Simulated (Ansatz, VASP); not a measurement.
# Two plane-wave programs on ZrO2

```
CELL_PARAMETERS angstrom
3.65537 0.00000 0.00000
0.00000 3.65537 0.00000
0.00000 0.00000 5.30639
ATOMIC_POSITIONS crystal
Zr 0.00000 0.00000 0.00000
Zr 0.50000 0.50000 0.50000
O 0.00000 0.50000 0.30321
O 0.00000 0.50000 0.80321
O 0.50000 0.00000 0.69679
O 0.50000 0.00000 0.19679
```

Change from the starting cell: equal strain along all axes, cell held, atoms relaxed: +1.5 %.

Alike in both runs: task relaxation of the atoms; functional r2SCAN; k mesh 6 × 6 × 6; occupations gaussian, width 0.02 eV; no spin polarisation.

|  | VASP | Ansatz |
| --- | --- | --- |
| version | VASP 6.6.1 | Ansatz 0.2.0 |
| potentials or method | VASP PAW PBE potentials, release 64 (Zr_sv, O), cutoff 580 eV | scalar-relativistic, plane waves, PAW |
| valence electrons in the cell | 48 | 48 |

VASP gave:

| Property | Result |
| --- | --- |
| gap on the k mesh at the Fermi level, each at its own relaxed structure (eV) | 4.45 |

Problem. Which values does Ansatz return?

Solution. gap on the k mesh at the Fermi level, each at its own relaxed structure (eV): 4.46.

VASP's potentials were made for PBE, not for r2SCAN. Ansatz's warnings: stress scf threshold loose.
